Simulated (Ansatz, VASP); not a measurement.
GaSb: VASP beside Ansatz

```
CELL_PARAMETERS angstrom
0.00000 3.05900 3.05900
3.05900 0.00000 3.05900
3.05900 3.05900 0.00000
ATOMIC_POSITIONS crystal
Sb 0.75000 0.75000 0.75000
Ga 0.00000 0.00000 0.00000
```

Alike in both runs: functional HF; k mesh 4 × 4 × 4; occupations fermi-dirac, width 0.05 eV; no spin polarisation.

|  | VASP | Ansatz |
| --- | --- | --- |
| version | VASP 6.6.1 | Ansatz 0.2.0 |
| potentials or method | VASP PAW PBE potentials, release 64 (Sb, Ga_d) | Ansatz PAW |
| plane-wave cutoff (eV) | 520 | 420 |
| valence electrons in the cell | 18 | 28 |
| task | single point | band structure |

```csv
,VASP,Ansatz,Ansatz less VASP
gap on the k mesh at the Fermi level (eV),10.23,6.26,-3.976
least direct gap on the mesh (eV),11.89,6.75,-5.144
pressure (GPa),-22.2,3.7,+25.88
```

VASP's potentials were made for PBE, not for HF. One of these differences is far larger than is usual between the two programs; its cause wasn't traced. VASP's potentials hold 18 valence electrons a cell and Ansatz's 28, so a difference there can come from the potentials and not from the codes.

The k mesh is coarse, so the values compare programs but aren't converged. Spin-orbit coupling is off throughout.
